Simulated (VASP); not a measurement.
# Bi (P6_3/mmc) in VASP: further runs

The runs below take Bi through single point, with r2SCAN.

Program: VASP 6.6.1. These are calculated values, not measurements. Logs are shortened: lines on timing, memory, paths and dates and some standing lists are left out, and cuts for length are marked.

## 1. The cell of the first run

It takes space group P6_3/mmc (No. 194, hexagonal). Conventional cell: a = 3.506 Å, b = 3.506 Å, c = 11.754 Å, α = 90.00°, β = 90.00°, γ = 120.00°. Bi (site symmetry -3m) has 12 Bi at 3.51 to 3.57 Å within 4.6 Å. Bi (site symmetry -6m2) has 12 Bi at 3.51 to 3.57 Å within 4.6 Å.

This isn't the form of Bi at room conditions, which is rhombohedral.

## 2. Single point, r2SCAN (31.28 Å³/atom)

Input file POSCAR:

```
Bi
1.0
    3.5056792165      0.0000000000      0.0000000000
   -1.7528396083      3.0360072590      0.0000000000
    0.0000000000      0.0000000000     11.7540415317
Bi
4
Direct
    0.0000000000      1.0000000000      0.0000000000
    0.0000000000      1.0000000000      0.5000000000
    0.3333333333      0.6666666667      0.2500000000
    0.6666666667      0.3333333333      0.7500000000
```

Input file INCAR.step1:

```
PREC = Accurate ; ENCUT = 520
ISMEAR = -1 ; SIGMA = 0.1
LREAL = False ; LASPH = True
NELM = 80 ; NBANDS = 38
GGA = PE ; ALGO = Normal
EDIFF = 1E-4 ; LWAVE = True
LCHARG = False
```

Input file INCAR.step2:

```
PREC = Accurate ; ENCUT = 520
EDIFF = 1E-6 ; ISMEAR = -1
SIGMA = 0.1 ; LREAL = False
LASPH = True ; NELM = 80
ALGO = Normal ; ISIF = 2
LWAVE = False ; LCHARG = False
METAGGA = R2SCAN ; LMIXTAU = True
NBANDS = 38 ; ISTART = 1
```

Input file KPOINTS:

```
Automatic mesh
0
Gamma
  12 12 3
```

Potentials or basis: VASP PAW PBE potentials, release 64 (Bi_d).

Command:

```
> cat potpaw_PBE.64/Bi_d/POTCAR > POTCAR
> cp INCAR.step1 INCAR
> mpirun -np 1 vasp_std > vasp.out
> cp INCAR.step2 INCAR
> mpirun -np 1 vasp_std > vasp.out
```

OUTCAR:

```text
PREC = Accurate
   ENCUT = 520
   EDIFF = 1E-6
   ISMEAR = -1
   LREAL = False
   LASPH = True
   NELM = 80
   ISIF = 2
   METAGGA = R2SCAN
   ISTART = 1

 ion  position               nearest neighbor table
   1  0.000  0.000  0.000-   3 3.57   4 3.57   4 3.57   3 3.57   4 3.57   3 3.57
   2  0.000  0.000  0.500-   3 3.57   4 3.57   4 3.57   3 3.57   4 3.57   3 3.57
   3  0.333  0.667  0.250-   1 3.57   2 3.57   1 3.57   2 3.57   1 3.57   2 3.57
   4  0.667  0.333  0.750-   1 3.57   2 3.57   1 3.57   2 3.57   1 3.57   2 3.57

  LATTYP: Found a hexagonal cell.
 ALAT       =     3.5056792165
 C/A-ratio  =     3.3528571229

  Lattice vectors:

 A1 = (   3.5056792165,   0.0000000000,   0.0000000000)
 A2 = (  -1.7528396083,   3.0360072590,   0.0000000000)
 A3 = (   0.0000000000,   0.0000000000,  11.7540415317)

Analysis of symmetry for initial positions (statically):
=====================================================================
 Subroutine PRICEL returns:
 Original cell was already a primitive cell.

 Routine SETGRP: Setting up the symmetry group for a
 hexagonal supercell.

 Subroutine GETGRP returns: Found 24 space group operations
 (whereof 12 operations were pure point group operations)
 out of a pool of 24 trial point group operations.

The static configuration has the point symmetry D_3d.
 The point group associated with its full space group is D_6h.

Analysis of symmetry for dynamics (positions and initial velocities):
=====================================================================
 Subroutine PRICEL returns:
 Original cell was already a primitive cell.

 Routine SETGRP: Setting up the symmetry group for a
 hexagonal supercell.

 Subroutine GETGRP returns: Found 24 space group operations
 (whereof 12 operations were pure point group operations)
 out of a pool of 24 trial point group operations.

The dynamic configuration has the point symmetry D_3d.
 The point group associated with its full space group is D_6h.

 Subroutine INISYM returns: Found 24 space group operations
 (whereof 12 operations are pure point group operations),
 and found     1 'primitive' translations

----------------------------------------------------------------------------------------

                                     Primitive cell

  volume of cell :     125.1014

  direct lattice vectors                    reciprocal lattice vectors
     3.505679216  0.000000000  0.000000000     0.285251427  0.164689988  0.000000000
    -1.752839608  3.036007259  0.000000000     0.000000000  0.329379977  0.000000000
     0.000000000  0.000000000 11.754041532     0.000000000  0.000000000  0.085077120

  length of vectors
     3.505679216  3.505679217 11.754041532     0.329379977  0.329379977  0.085077120

  position of ions in fractional coordinates (direct lattice)
     0.000000000  0.000000000  0.000000000
     0.000000000  0.000000000  0.500000000
     0.333333333  0.666666667  0.250000000
     0.666666667  0.333333333  0.750000000

  ion indices of the primitive-cell ions
   primitive index   ion index
                 1           1
                 2           2
                 3           3
                 4           4

----------------------------------------------------------------------------------------

 KPOINTS: Automatic mesh

Automatic generation of k-mesh.
 Grid dimensions read from file:
 generate k-points for:   12   12    3

 Generating k-lattice:

  Cartesian coordinates                     Fractional coordinates (reciprocal lattice)
     0.023770952  0.013724166  0.000000000     0.083333333  0.000000000  0.000000000
     0.000000000  0.027448331  0.000000000     0.000000000  0.083333333  0.000000000
     0.000000000  0.000000000  0.028359040     0.000000000  0.000000000  0.333333333

  Length of vectors
     0.027448331  0.027448331  0.028359040

  Shift w.r.t. Gamma in fractional coordinates (k-lattice)
     0.000000000  0.000000000  0.000000000

 Subroutine IBZKPT returns following result:
 ===========================================

 Found     38 irreducible k-points:

 Following reciprocal coordinates:
            Coordinates               Weight
  0.000000  0.000000  0.000000      1.000000
  0.083333  0.000000  0.000000      6.000000
  0.166667  0.000000  0.000000      6.000000
  0.250000  0.000000  0.000000      6.000000
  0.333333  0.000000  0.000000      6.000000
  0.416667  0.000000  0.000000      6.000000
[... 16 lines left out ...]
  0.250000  0.000000  0.333333     12.000000
  0.333333  0.000000  0.333333     12.000000
 [... further k-points ...]
   k-points           NKPTS =     38   k-points in BZ     NKDIM =     38   number of bands    NBANDS=     38
   number of dos      NEDOS =    301   number of ions     NIONS =      4
   total plane-waves  NPLWV =  70560
   dimension x,y,z NGX =    28 NGY =   28 NGZ =   90
   dimension x,y,z NGXF=    56 NGYF=   56 NGZF=  180
   ions per type =               4
   NGX,Y,Z   is equivalent  to a cutoff of  13.28, 13.28, 12.73 a.u.
   NGXF,Y,Z  is equivalent  to a cutoff of  26.56, 26.56, 25.46 a.u.
 SYSTEM =  unknown system
   PREC   = accura    normal or accurate (medium, high low for compatibility)
   ISTART =      1    job   : 0-new  1-cont  2-samecut
   ICHARG =      0    charge: 1-file 2-atom 10-const
   ISPIN  =      1    spin polarized calculation?
   LNONCOLLINEAR =      F non collinear calculations
   LSORBIT =      F    spin-orbit coupling
   LASPH  =      T    aspherical Exc in radial PAW
   ENCUT  =  520.0 eV  38.22 Ry    6.18 a.u.   6.52  6.52 21.85*2*pi/ulx,y,z
   NELM   =     80;   NELMIN=  2; NELMDL=  0     # of ELM steps
   EDIFF  = 0.1E-05   stopping-criterion for ELM
   LREAL  =      F    real-space projection
[... 7 lines left out ...]
   TEBEG  =    0.0;   TEEND  =   0.0 temperature during run
   PSTRESS=    0.0 pullay stress
   NELECT =      60.0000    total number of electrons
   NUPDOWN=      -1.0000    fix difference up-down
   EMIN   =  10.00;   EMAX   =-10.00  energy-range for DOS
   EFERMI =   0.00;   METHOD = LEGACY
   ISMEAR =    -1;   SIGMA  =   0.10  broadening in eV -4-tet -1-fermi 0-gaus
   EFERMI_NEDOS =   21; number of points for ismear=-14 and -15
   IALGO  =     38    algorithm
   IMIX   =      4    mixing-type and parameters
     AMIX     =   0.40;   BMIX     =  1.00
     AMIX_MAG =   1.60;   BMIX_MAG =  1.00
  volume/ion in A,a.u.               =      31.28       211.06
  Fermi-wavevector in a.u.,A,eV,Ry     =   1.281458  2.421605 22.342612  1.642136
  Thomas-Fermi vector in A             =   2.413827
   LORBIT       =      0    0 simple, 1 ext, 2 COOP (PROOUT), +10 PAW based schemes
   METAGGA = R2SCAN    functional components
   LHFCALC =     F    Hartree Fock is set to
   AEXX    =    0.0000 exact exchange contribution
   IVDW    =     0    specifies the selected vdW correction
   LEPSILON=     F    determine dielectric tensor
   LRPA    =     F    only Hartree local field effects (RPA)
 non-spin polarized calculation
  energy-cutoff  :      520.00
  volume of cell :      125.10
 maximum number of plane-waves:      3410
 NGX is ok and might be reduce to    28
   NGX = 13   NGY = 13   NGZ = 43

 number of electron      59.9999992 magnetization

 Free energy of the ion-electron system (eV)
  ---------------------------------------------------
  ext. energy  EPLUGINS =         0.00000000
  ---------------------------------------------------
  free energy    TOTEN  =      -232.97204597 eV

  energy without entropy =     -232.89159015  energy(sigma->0) =     -232.93181806

 E-fermi :   7.8711     XC(G=0): -11.0680

 val. band max:        7.8415630855   @ k =   0.4167   0.0000   0.0000
 cond. band min:       7.9331778017   @ k =   0.2500   0.0000   0.0000
 fundamental gap:      0.0916147162
 Fermi energy:         7.8710889095

 k-point     1 :       0.0000    0.0000    0.0000
  band No.  band energies     occupation
      1     -15.9612      2.00000
      2     -15.9568      2.00000
      3     -15.9554      2.00000
      4     -15.9554      2.00000
      5     -15.9513      2.00000
      6     -15.9513      2.00000
[... 30 lines left out ...]
     37      15.8157      0.00000
     38      16.1927      0.00000

 k-point     2 :       0.0833    0.0000    0.0000
  band No.  band energies     occupation
      1     -15.9617      2.00000
      2     -15.9572      2.00000
      3     -15.9569      2.00000
      4     -15.9526      2.00000
      5     -15.9464      2.00000
      6     -15.9439      2.00000
[... 30 lines left out ...]
     37      16.1703      0.00000
     38      16.6215      0.00000

 k-point     3 :       0.1667    0.0000    0.0000
  band No.  band energies     occupation
      1     -15.9770      2.00000
      2     -15.9653      2.00000
      3     -15.9632      2.00000
      4     -15.9444      2.00000
      5     -15.9406      2.00000
      6     -15.9321      2.00000
[... 30 lines left out ...]
     37      15.1159      0.00000
     38      15.7405      0.00000

 k-point     4 :       0.2500    0.0000    0.0000
  band No.  band energies     occupation
      1     -15.9962      2.00000
      2     -15.9773      2.00000
      3     -15.9738      2.00000
      4     -15.9478      2.00000
      5     -15.9370      2.00000
      6     -15.9344      2.00000
[... 30 lines left out ...]
     37      14.2430      0.00000
     38      14.9107      0.00000
[... 703 lines left out ...]
      4     -15.9467      2.00000
      5     -15.9386      2.00000
      6     -15.9321      2.00000
[... 30 lines left out ...]
     37      15.1369      0.00000
     38      15.2879      0.00000

 k-point    23 :       0.2500    0.0000    0.3333
  band No.  band energies     occupation
      1     -15.9941      2.00000
      2     -15.9871      2.00000
      3     -15.9627      2.00000
      4     -15.9519      2.00000
      5     -15.9347      2.00000
      6     -15.9240      2.00000
[... 30 lines left out ...]
     37      14.3010      0.00000
     38      14.4191      0.00000

 k-point    24 :       0.3333    0.0000    0.3333
  band No.  band energies     occupation
      1     -16.0108      2.00000
      2     -16.0012      2.00000
      3     -15.9706      2.00000
      4     -15.9589      2.00000
      5     -15.9484      2.00000
      6     -15.9367      2.00000
[... 30 lines left out ...]
     37      13.7294      0.00000
     38      13.8441      0.00000

 [... further k-points ...]

------------------------ aborting loop because EDIFF is reached ----------------------------------------

  FORCE on cell =-STRESS in cart. coord.  units (eV):
  Direction    XX          YY          ZZ          XY          YZ          ZX
  --------------------------------------------------------------------------------------
  -------------------------------------------------------------------------------------
  Total       -0.1954122     -0.1954122      0.0023729      0.0000000      0.0000000     -0.0000000
  in kB       -2.5026497     -2.5026497      0.0303894      0.0000000      0.0000000     -0.0000000
  external PRESSURE =      -1.6583033 kB  Pullay stress =       0.0000000 kB

 VOLUME and BASIS-vectors are now :
 -----------------------------------------------------------------------------
  energy-cutoff  :      520.00
  volume of cell :      125.10
      direct lattice vectors                 reciprocal lattice vectors
     3.505679216  0.000000000  0.000000000     0.285251427  0.164689988  0.000000000
    -1.752839608  3.036007259  0.000000000     0.000000000  0.329379977  0.000000000
     0.000000000  0.000000000 11.754041532     0.000000000  0.000000000  0.085077120

 POSITION                                       TOTAL-FORCE (eV/Angst)
 -----------------------------------------------------------------------------------
      0.00000      0.00000      0.00000        -0.000000      0.000000      0.000000
      0.00000      0.00000      5.87702        -0.000000      0.000000      0.000000
     -0.00000      2.02400      2.93851        -0.000000      0.000000      0.000000
      1.75284      1.01200      8.81553         0.000000      0.000000     -0.000000
 -----------------------------------------------------------------------------------
    total drift:                                0.000000     -0.000000      0.000000

  FREE ENERGIE OF THE ION-ELECTRON SYSTEM (eV)
  ---------------------------------------------------
  free  energy   TOTEN  =      -232.9720459686 eV

  energy  without entropy=     -232.8915901482  energy(sigma->0) =     -232.93181806
```

Wall time 5.5 min (1 thread of Intel Xeon 6975P-C (Granite Rapids), shared host); peak memory 0.33 GiB.

Results:

```
Free energy            : -232.9720 eV
Pressure               : -0.2 GPa
Band gap on the k mesh : zero (bands 30 and 31 overlap by 6.54 eV)
```

Stress tensor (GPa, compression positive):
```
-0.25  0.00  0.00
 0.00 -0.25  0.00
 0.00  0.00  0.00
```

Caveat: the PAW data sets were made with another functional, which shifts forces and pressure a little; spin-orbit coupling is left out, which moves the levels of the heavy elements.

[end of part 1 of 2]

The gap in the log of VASP goes by the Fermi energy; the results here count the filled bands.